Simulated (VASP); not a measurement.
Set up this calculation in VASP 6.6.1, as the native input.

```yaml
Task: single point
Functional: r2SCAN
Potentials_or_basis: VASP PAW PBE potentials, release 64 (Ti_sv, Co)
Cutoff: 520 eV
k_mesh: 5 × 5 × 5
Occupations: gaussian, width 0.1 eV
Spin: collinear spin, ferromagnetic start
Starting_moments: "[0.19, 0.19, 0.19, 0.19, 1.58, 1.58] μB"
Dipole_correction: no
Further_INCAR_settings: ALGO = Normal; EDIFF = 1e-07; NBANDS = 46
```

The system is Ti2Co.

```
Ti Co
1.0
     0.00000    3.36500    3.36500
     3.36500    0.00000    3.36500
     3.36500    3.36500    0.00000
Ti Co
4 2
Cartesian
  0.8413 0.8413 0.8413
  0.8413 2.5238 2.5238
  2.5238 2.5238 0.8413
  2.5238 0.8413 2.5238
  3.3650 3.3650 3.3650
  5.0475 5.0475 5.0475
```

One way to write it, as run:

POSCAR

```
Ti2Co
1.0
    0.0000000000      3.3650000000      3.3650000000
    3.3650000000      0.0000000000      3.3650000000
    3.3650000000      3.3650000000      0.0000000000
Ti Co
4 2
Direct
    0.1250000000      0.1250000000      0.1250000000
    0.6250000000      0.1250000000      0.1250000000
    0.1250000000      0.1250000000      0.6250000000
    0.1250000000      0.6250000000      0.1250000000
    0.5000000000      0.5000000000      0.5000000000
    0.7500000000      0.7500000000      0.7500000000
```

INCAR.step1

```
SYSTEM = Ti2Co
PREC = Accurate
ENCUT = 520
ISMEAR = 0
SIGMA = 0.1
LREAL = .FALSE.
LASPH = .TRUE.
NELM = 150
ISPIN = 2
MAGMOM = 0.19 0.19 0.19 0.19 1.58 1.58
LMAXMIX = 4
NBANDS = 46
GGA = PE
ALGO = Normal
EDIFF = 1E-4
LWAVE = .TRUE.
LCHARG = .FALSE.
```

INCAR.step2

```
SYSTEM = Ti2Co
PREC = Accurate
ENCUT = 520
EDIFF = 1E-7
ISMEAR = 0
SIGMA = 0.1
LREAL = .FALSE.
LASPH = .TRUE.
NELM = 150
ALGO = Normal
ISIF = 2
LWAVE = .FALSE.
LCHARG = .FALSE.
ISPIN = 2
MAGMOM = 0.19 0.19 0.19 0.19 1.58 1.58
LORBIT = 11
LMAXMIX = 4
METAGGA = R2SCAN
LMIXTAU = .TRUE.
NBANDS = 46
ISTART = 1
```

KPOINTS

```
Automatic mesh
0
G
  5 5 5
  0 0 0
```

Potentials or basis: VASP PAW PBE potentials, release 64 (Ti_sv, Co).

Launch:

```bash
$ cat potpaw_PBE.64/Ti_sv/POTCAR potpaw_PBE.64/Co/POTCAR > POTCAR
$ cp INCAR.step1 INCAR
$ mpirun -np 1 vasp_std > vasp.out
$ cp INCAR.step2 INCAR
$ mpirun -np 1 vasp_std > vasp.out
```

It gave:

The pressure is 25.0 GPa. The net moment is 3.44 μB per cell, the site moments are Ti +0.24; Co +1.39 μB and the valence electrons inside the program's atomic spheres are Ti 10.77; Co 8.15.

Caveat: the cell stands under pressure; the PAW data sets were made with another functional, which shifts forces and pressure a little.

Run time: 6.9 min on 1 thread of AMD EPYC 9R45 96-Core Processor (Zen 5) (shared host), peak memory 0.25 GiB.
